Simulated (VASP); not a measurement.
Wanted: the native input for a VASP 6.6.1 run.

* Task: single point
* Functional: PBE
* Potentials or basis: VASP PAW PBE potentials, release 64 (Y_sv, Ge_d, S)
* Cutoff: 410 eV
* k mesh: 1 × 1 × 1, shifted
* Occupations: fermi-dirac, width 0.0758 eV
* Spin: no spin polarisation
* Dipole correction: no
* Mended: yes
* Further INCAR settings: LREAL = Auto; ALGO = Normal; EDIFF = 1e-06; NBANDS = 132; ISYM = -1

The structure of Y4GeS3 lies in POSCAR:

```
Y4GeS3
1.0
    8.5505600000      0.0456240000     -0.3655510000
    0.0456240000      8.2896210000      0.2444080000
   -0.3655510000      0.2444080000      8.5078260000
Y Ge S
12 3 9
Direct
    0.4506591815      0.3775621549      0.6028933482
    0.8605777592      0.3929783021      0.8607116577
    0.2913756490      0.9542120006      0.5520459179
    0.8742013675      0.1729155371      0.5102826790
    0.0363104575      0.5326207062      0.3961718966
    0.4072624272      0.0346062669      0.1627124414
    0.0931519229      0.8075477163      0.8474376011
    0.6417644510      0.5759272509      0.1387454808
    0.6546580289      0.7893435670      0.4972131558
    0.9935382904      0.9522059536      0.1934975119
    0.2499619539      0.4394067015      0.0380745127
    0.5874382888     -0.0113766467      0.8283886151
    0.3589418127      0.6888675025      0.2877365863
    0.1729280212      0.2108164347      0.3268345859
    0.7256197829      0.4558132092      0.4687513170
    0.9387237373      0.0848880843      0.8570775982
    0.5416532501      0.3590484860     -0.0628917934
    0.9869607123      0.8485649443      0.5249464921
    0.4600003667      0.6999871551      0.7249137598
    0.9556066751      0.6311738089      0.0610034864
    0.2855428438      0.0820283580      0.8538280032
    0.1484504026      0.4839321615      0.7481992816
    0.5740209452      0.0825931881      0.5378859999
    0.6874780190      0.8809971122      0.1563137910
```

These files were run (other wordings do the same):

INCAR

```
SYSTEM = Y4GeS3
PREC = Accurate
ENCUT = 410
EDIFF = 1E-6
ISMEAR = -1
SIGMA = 0.0758
LREAL = Auto
LASPH = .TRUE.
NELM = 120
ALGO = Normal
ISIF = 2
LWAVE = .FALSE.
LCHARG = .TRUE.
GGA = PE
LELF = .TRUE.
LVHAR = .TRUE.
ISYM = -1
NBANDS = 132
GGA_COMPAT = .FALSE.
```

KPOINTS

```
explicit points
1
Reciprocal
  0.25000000   0.25000000   0.25000000 1
```

Potentials or basis: VASP PAW PBE potentials, release 64 (Y_sv, Ge_d, S).

Launch:

```console
$ cat potpaw_PBE.64/Y_sv/POTCAR potpaw_PBE.64/Ge_d/POTCAR potpaw_PBE.64/S/POTCAR > POTCAR
$ mpirun -np 1 vasp_std > vasp.out
```

Results of the run:

```json
{"Pressure": "-0.7 GPa", "Largest force": "2.109 eV/Å"}
```

Caveat: the atoms stand as in a frame of molecular dynamics.

Wall time 6.1 min on 1 thread of AMD EPYC 7571 (shared host), peak memory 0.44 GiB.
